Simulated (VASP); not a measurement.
# Ga3Sb (I4/mmm) in VASP: further runs

The runs below take Ga3Sb through single point, with PBEsol.

Program: VASP 6.6.1. These are calculated values, not measurements. Logs are shortened: lines on timing, memory, paths and dates and some standing lists are left out, and cuts for length are marked.

### 1 The cell of the first run

The structure is tetragonal, space group I4/mmm (No. 139). The conventional cell has a = 4.318 Å, b = 4.318 Å, c = 9.521 Å, α = 90.00°, β = 90.00°, γ = 90.00°. Ga (site symmetry -4m2) has 8 Ga at 3.05 to 3.21 Å and 4 Sb at 3.21 Å within 4.0 Å. Within 4.0 Å of Ga (site symmetry 4/mmm) lie 4 Sb at 3.05 Å and 8 Ga at 3.21 Å. Sb (site symmetry 4/mmm) has 12 Ga at 3.05 to 3.21 Å within 4.0 Å.

### 2 Single point, PBEsol

The input, INCAR:

```
ALGO = Fast
EDIFF = 1E-6
ENCUT = 520
GGA = PS
ISIF = 2
ISMEAR = 0
LASPH = T
LCHARG = F
LREAL = F
LWAVE = F
NBANDS = 30
NELM = 100
PREC = Accurate
SIGMA = 0.1
```

The input, KPOINTS:

```
k-points
0
Gamma
  14 14 14
```

The input, POSCAR:

```
Ga3Sb
1.0
   -2.1587990000      2.1587990000      4.7604840000
    2.1587990000     -2.1587990000      4.7604840000
    2.1587990000      2.1587990000     -4.7604840000
Ga Sb
3 1
Direct
    0.7500000000      0.2500000000      0.5000000000
    0.2500000000      0.7500000000      0.5000000000
    0.5000000000      0.5000000000      0.0000000000
    0.0000000000      0.0000000000      0.0000000000
```

Potentials or basis: VASP PAW PBE potentials, release 64 (Ga_d, Sb).

The run is started by

```
cat potpaw_PBE.64/Ga_d/POTCAR potpaw_PBE.64/Sb/POTCAR > POTCAR
mpirun -np 1 vasp_std > vasp.out
```

OUTCAR:

```text
EDIFF = 1E-6
   ENCUT = 520
   GGA = PS
   ISIF = 2
   ISMEAR = 0
   LASPH = T
   LREAL = F
   NELM = 100
   PREC = Accurate

 ion  position               nearest neighbor table
   1  0.750  0.250  0.500-   4 3.21   4 3.21   4 3.21   4 3.21
   2  0.250  0.750  0.500-   4 3.21   4 3.21   4 3.21   4 3.21
   3  0.500  0.500  0.000-   4 3.05   4 3.05   4 3.05   4 3.05
   4  0.000  0.000  0.000-   3 3.05   3 3.05   3 3.05   3 3.05   2 3.21   1 3.21   2 3.21   2 3.21
                             1 3.21   1 3.21   2 3.21   1 3.21

  LATTYP: Found a body centered tetragonal cell.
 ALAT       =     4.3175980000
 C/A-ratio  =     2.2051538842

  Lattice vectors:

 A1 = (  -2.1587990000,   2.1587990000,   4.7604840000)
 A2 = (   2.1587990000,  -2.1587990000,   4.7604840000)
 A3 = (   2.1587990000,   2.1587990000,  -4.7604840000)

Analysis of symmetry for initial positions (statically):
=====================================================================
 Subroutine PRICEL returns:
 Original cell was already a primitive cell.

 Routine SETGRP: Setting up the symmetry group for a
 body centered tetragonal supercell.

 Subroutine GETGRP returns: Found 16 space group operations
 (whereof 16 operations were pure point group operations)
 out of a pool of 16 trial point group operations.

The static configuration has the point symmetry D_4h.

Analysis of symmetry for dynamics (positions and initial velocities):
=====================================================================
 Subroutine PRICEL returns:
 Original cell was already a primitive cell.

 Routine SETGRP: Setting up the symmetry group for a
 body centered tetragonal supercell.

 Subroutine GETGRP returns: Found 16 space group operations
 (whereof 16 operations were pure point group operations)
 out of a pool of 16 trial point group operations.

The dynamic configuration has the point symmetry D_4h.

 Subroutine INISYM returns: Found 16 space group operations
 (whereof 16 operations are pure point group operations),
 and found     1 'primitive' translations

----------------------------------------------------------------------------------------

                                     Primitive cell

  volume of cell :      88.7433

  direct lattice vectors                    reciprocal lattice vectors
    -2.158799000  2.158799000  4.760484000     0.000000000  0.231610261  0.105031337
     2.158799000 -2.158799000  4.760484000     0.231610261  0.000000000  0.105031337
     2.158799000  2.158799000 -4.760484000     0.231610261  0.231610261  0.000000000

  length of vectors
     5.655354468  5.655354468  5.655354468     0.254312593  0.254312593  0.327546372

  position of ions in fractional coordinates (direct lattice)
     0.750000000  0.250000000  0.500000000
     0.250000000  0.750000000  0.500000000
     0.500000000  0.500000000  0.000000000
     0.000000000  0.000000000  0.000000000

  ion indices of the primitive-cell ions
   primitive index   ion index
                 1           1
                 2           2
                 3           3
                 4           4

----------------------------------------------------------------------------------------

 KPOINTS: k-points

Automatic generation of k-mesh.
 Grid dimensions read from file:
 generate k-points for:   14   14   14

 Generating k-lattice:

  Cartesian coordinates                     Fractional coordinates (reciprocal lattice)
     0.000000000  0.016543590  0.007502238     0.071428571  0.000000000  0.000000000
     0.016543590  0.000000000  0.007502238     0.000000000  0.071428571  0.000000000
     0.016543590  0.016543590  0.000000000     0.000000000  0.000000000  0.071428571

  Length of vectors
     0.018165185  0.018165185  0.023396169

  Shift w.r.t. Gamma in fractional coordinates (k-lattice)
     0.000000000  0.000000000  0.000000000

 Subroutine IBZKPT returns following result:
 ===========================================

 Found    244 irreducible k-points:

 Following reciprocal coordinates:
            Coordinates               Weight
  0.000000  0.000000  0.000000      1.000000
  0.071429  0.000000 -0.000000      8.000000
  0.142857  0.000000  0.000000      8.000000
  0.214286  0.000000  0.000000      8.000000
  0.285714 -0.000000  0.000000      8.000000
  0.357143  0.000000  0.000000      8.000000
[... 16 lines left out ...]
  0.214286  0.142857  0.000000     16.000000
  0.285714  0.142857  0.000000     16.000000
 [... further k-points ...]
   k-points           NKPTS =    244   k-points in BZ     NKDIM =    244   number of bands    NBANDS=     30
   number of dos      NEDOS =    301   number of ions     NIONS =      4
   total plane-waves  NPLWV =  74088
   dimension x,y,z NGX =    42 NGY =   42 NGZ =   42
   dimension x,y,z NGXF=    84 NGYF=   84 NGZF=   84
   ions per type =               3   1
   NGX,Y,Z   is equivalent  to a cutoff of  12.35, 12.35, 12.35 a.u.
   NGXF,Y,Z  is equivalent  to a cutoff of  24.69, 24.69, 24.69 a.u.
 SYSTEM =  unknown system
   PREC   = accura    normal or accurate (medium, high low for compatibility)
   ISTART =      0    job   : 0-new  1-cont  2-samecut
   ICHARG =      2    charge: 1-file 2-atom 10-const
   ISPIN  =      1    spin polarized calculation?
   LNONCOLLINEAR =      F non collinear calculations
   LSORBIT =      F    spin-orbit coupling
   LASPH  =      T    aspherical Exc in radial PAW
   ENCUT  =  520.0 eV  38.22 Ry    6.18 a.u.  10.52 10.52 10.52*2*pi/ulx,y,z
   NELM   =    100;   NELMIN=  2; NELMDL= -5     # of ELM steps
   EDIFF  = 0.1E-05   stopping-criterion for ELM
   LREAL  =      F    real-space projection
   EDIFFG = 0.1E-04   stopping-criterion for IOM
   NSW    =      0    number of steps for IOM
   IBRION =     -1    ionic relax: 0-MD 1-quasi-New 2-CG
   NFREE  =      0    steps in history (QN), initial steepest desc. (CG)
   ISIF   =      2    stress and relaxation
   ISYM   =      2    0-nonsym 1-usesym 2-fastsym
   POTIM  = 0.5000    time-step for ionic-motion
   TEBEG  =    0.0;   TEEND  =   0.0 temperature during run
   PSTRESS=    0.0 pullay stress
   NELECT =      44.0000    total number of electrons
   NUPDOWN=      -1.0000    fix difference up-down
   EMIN   =  10.00;   EMAX   =-10.00  energy-range for DOS
   EFERMI =   0.00;   METHOD = LEGACY
   ISMEAR =     0;   SIGMA  =   0.10  broadening in eV -4-tet -1-fermi 0-gaus
   EFERMI_NEDOS =   21; number of points for ismear=-14 and -15
   IALGO  =     68    algorithm
   IMIX   =      4    mixing-type and parameters
     AMIX     =   0.40;   BMIX     =  1.00
     AMIX_MAG =   1.60;   BMIX_MAG =  1.00
  volume/ion in A,a.u.               =      22.19       149.72
  Fermi-wavevector in a.u.,A,eV,Ry     =   1.295728  2.448571 22.842976  1.678911
  Thomas-Fermi vector in A             =   2.427229
   LORBIT       =      0    0 simple, 1 ext, 2 COOP (PROOUT), +10 PAW based schemes
   GGA     = PS    functional components
   LHFCALC =     F    Hartree Fock is set to
   AEXX    =    0.0000 exact exchange contribution
   IVDW    =     0    specifies the selected vdW correction
   LEPSILON=     F    determine dielectric tensor
   LRPA    =     F    only Hartree local field effects (RPA)
 non-spin polarized calculation
 RMM-DIIS sequential band-by-band and
 Gauss-broadening in eV      SIGMA  =   0.10
  energy-cutoff  :      520.00
  volume of cell :       88.74
 maximum number of plane-waves:      2420
   NGX = 21   NGY = 21   NGZ = 21

 number of electron      44.0000012 magnetization

 Free energy of the ion-electron system (eV)
  ---------------------------------------------------
  ext. energy  EPLUGINS =         0.00000000
  ---------------------------------------------------
  free energy    TOTEN  =       -14.23436875 eV

  energy without entropy =      -14.22497910  energy(sigma->0) =      -14.22967393

 E-fermi :   5.7463     XC(G=0): -10.5894

 val. band max:        5.7246942210   @ k =  -0.2857   0.0714  -0.0000
 cond. band min:       5.7480236974   @ k =  -0.2857   0.5000   0.2857
 fundamental gap:      0.0233294764
 Fermi energy:         5.7463331801

 k-point     1 :       0.0000    0.0000    0.0000
  band No.  band energies     occupation
      1      -9.1076      2.00000
      2      -9.0581      2.00000
      3      -9.0461      2.00000
      4      -9.0057      2.00000
      5      -9.0057      2.00000
      6      -8.9977      2.00000
[... 22 lines left out ...]
     29      13.4954      0.00000
     30      13.6870      0.00000

 k-point     2 :       0.0714    0.0000   -0.0000
  band No.  band energies     occupation
      1      -9.1044      2.00000
      2      -9.0572      2.00000
      3      -9.0434      2.00000
      4      -9.0106      2.00000
      5      -9.0104      2.00000
      6      -8.9934      2.00000
[... 22 lines left out ...]
     29      13.8994      0.00000
     30      14.0538      0.00000

 k-point     3 :       0.1429    0.0000    0.0000
  band No.  band energies     occupation
      1      -9.0951      2.00000
      2      -9.0547      2.00000
      3      -9.0361      2.00000
      4      -9.0178      2.00000
      5      -9.0147      2.00000
      6      -8.9875      2.00000
[... 22 lines left out ...]
     29      14.0564      0.00000
     30      14.3902      0.00000

 k-point     4 :       0.2143    0.0000    0.0000
  band No.  band energies     occupation
      1      -9.0800      2.00000
      2      -9.0514      2.00000
      3      -9.0252      2.00000
      4      -9.0246      2.00000
      5      -9.0142      2.00000
      6      -8.9827      2.00000
[... 616 lines left out ...]
     29      11.8072      0.00000
     30      14.0297      0.00000

 k-point    23 :       0.2143    0.1429    0.0000
  band No.  band energies     occupation
      1      -9.0773      2.00000
      2      -9.0556      2.00000
      3      -9.0279      2.00000
      4      -9.0205      2.00000
      5      -9.0112      2.00000
      6      -8.9844      2.00000
[... 22 lines left out ...]
     29      10.7650      0.00000
     30      13.4523      0.00000

 k-point    24 :       0.2857    0.1429    0.0000
  band No.  band energies     occupation
      1      -9.0647      2.00000
      2      -9.0535      2.00000
      3      -9.0281      2.00000
      4      -9.0124      2.00000
      5      -8.9990      2.00000
      6      -8.9871      2.00000
[... 22 lines left out ...]
     29      10.4842      0.00000
     30      13.2469      0.00000

 [... further k-points ...]

------------------------ aborting loop because EDIFF is reached ----------------------------------------

  FORCE on cell =-STRESS in cart. coord.  units (eV):
  Direction    XX          YY          ZZ          XY          YZ          ZX
  --------------------------------------------------------------------------------------
  -------------------------------------------------------------------------------------
  Total       -1.8097521     -1.8097521     -2.0666247      0.0000000      0.0000000      0.0000000
  in kB      -32.6733872    -32.6733872    -37.3109825      0.0000000      0.0000000      0.0000000
  external PRESSURE =     -34.2192523 kB  Pullay stress =       0.0000000 kB

 VOLUME and BASIS-vectors are now :
 -----------------------------------------------------------------------------
  energy-cutoff  :      520.00
  volume of cell :       88.74
      direct lattice vectors                 reciprocal lattice vectors
    -2.158799000  2.158799000  4.760484000     0.000000000  0.231610261  0.105031337
     2.158799000 -2.158799000  4.760484000     0.231610261  0.000000000  0.105031337
     2.158799000  2.158799000 -4.760484000     0.231610261  0.231610261  0.000000000

 POSITION                                       TOTAL-FORCE (eV/Angst)
 -----------------------------------------------------------------------------------
      0.00000      2.15880      2.38024        -0.000000     -0.000000     -0.000000
      2.15880      0.00000      2.38024         0.000000      0.000000      0.000000
      0.00000      0.00000      4.76048        -0.000000      0.000000     -0.000000
      0.00000      0.00000      0.00000        -0.000000      0.000000     -0.000000
 -----------------------------------------------------------------------------------
    total drift:                               -0.000000      0.000000      0.000000

  FREE ENERGIE OF THE ION-ELECTRON SYSTEM (eV)
  ---------------------------------------------------
  free  energy   TOTEN  =       -14.2343687507 eV

  energy  without entropy=      -14.2249791038  energy(sigma->0) =      -14.22967393
```

It took 9.4 min on 1 thread of AMD EPYC 9R45 (Zen 5), shared host; peak memory 0.63 GiB.

What came out:

* Free energy: -14.2344 eV
* Pressure: -3.4 GPa
* Band gap on the k mesh: zero (bands 22 and 23 overlap by 4.28 eV)

Levels at points of the mesh, in eV from the Fermi level:
```
           k point  band 18  band 19  band 20  band 21  band 22  band 23  band 24  band 25  band 26  band 27
(0.00, 0.00, 0.00)    -3.81    -2.98    -1.90    -1.73    -1.73    -0.24    -0.24     0.99     1.25     4.48
(0.50, 0.00, 0.00)    -5.42    -5.02    -0.88    -0.50    -0.20     0.51     1.55     2.78     3.23     3.33
(0.50, 0.50, 0.00)    -5.66    -5.09    -4.66    -4.03    -0.63    -0.04     0.29     1.07     6.49     6.49
(0.50, 0.50, 0.50)    -3.75    -2.88    -2.88    -2.40     2.07     2.64     2.64     3.89     3.99     4.34
```

Caveat: the cell stands under tension; the PAW data sets were made with another functional, which shifts forces and pressure a little; spin-orbit coupling is left out, which moves the levels of the heavy elements.

### 3 Single point, PBEsol

The input, INCAR:

```
SYSTEM = Ga3Sb
PREC = Accurate
ENCUT = 520
EDIFF = 1E-6
ISMEAR = 0
SIGMA = 0.05
LREAL = .FALSE.
LASPH = .TRUE.
NELM = 100
ALGO = Fast
ISIF = 2
LWAVE = .FALSE.
LCHARG = .TRUE.
GGA = PS
LELF = .TRUE.
LVHAR = .TRUE.
NBANDS = 30
```

The input, KPOINTS:

```
Automatic mesh
0
G
  14 14 14
  0 0 0
```

POSCAR is that of step 2.

Potentials or basis: VASP PAW PBE potentials, release 64 (Ga_d, Sb).

The run is started by

```
cat potpaw_PBE.64/Ga_d/POTCAR potpaw_PBE.64/Sb/POTCAR > POTCAR
mpirun -np 1 vasp_std > vasp.out
```

Run time: 9.7 min. Hardware: 1 thread of AMD EPYC 9R45 (Zen 5), shared host; peak memory 0.63 GiB.

The run converged. Its results:

```
Free energy            : -14.2309 eV
Pressure               : -3.4 GPa
Band gap on the k mesh : zero (bands 22 and 23 overlap by 4.28 eV)
```

Stress tensor (GPa, compression positive):
```
-3.27  0.00  0.00
 0.00 -3.27  0.00
 0.00  0.00 -3.77
```

Levels at points of the mesh, in eV from the Fermi level:
| k point | band 18 | band 19 | band 20 | band 21 | band 22 | band 23 | band 24 | band 25 | band 26 | band 27 |
| --- | --- | --- | --- | --- | --- | --- | --- | --- | --- | --- |
| (0.00, 0.00, 0.00) | -3.81 | -2.98 | -1.90 | -1.74 | -1.74 | -0.25 | -0.25 | 0.99 | 1.25 | 4.47 |
| (0.50, 0.00, 0.00) | -5.42 | -5.02 | -0.88 | -0.50 | -0.20 | 0.51 | 1.55 | 2.78 | 3.23 | 3.33 |
| (0.50, 0.50, 0.00) | -5.67 | -5.09 | -4.67 | -4.03 | -0.63 | -0.04 | 0.28 | 1.07 | 6.49 | 6.49 |
| (0.50, 0.50, 0.50) | -3.75 | -2.88 | -2.88 | -2.40 | 2.07 | 2.64 | 2.64 | 3.89 | 3.99 | 4.34 |

Caveat: the cell stands under tension; the PAW data sets were made with another functional, which shifts forces and pressure a little; spin-orbit coupling is left out, which moves the levels of the heavy elements.
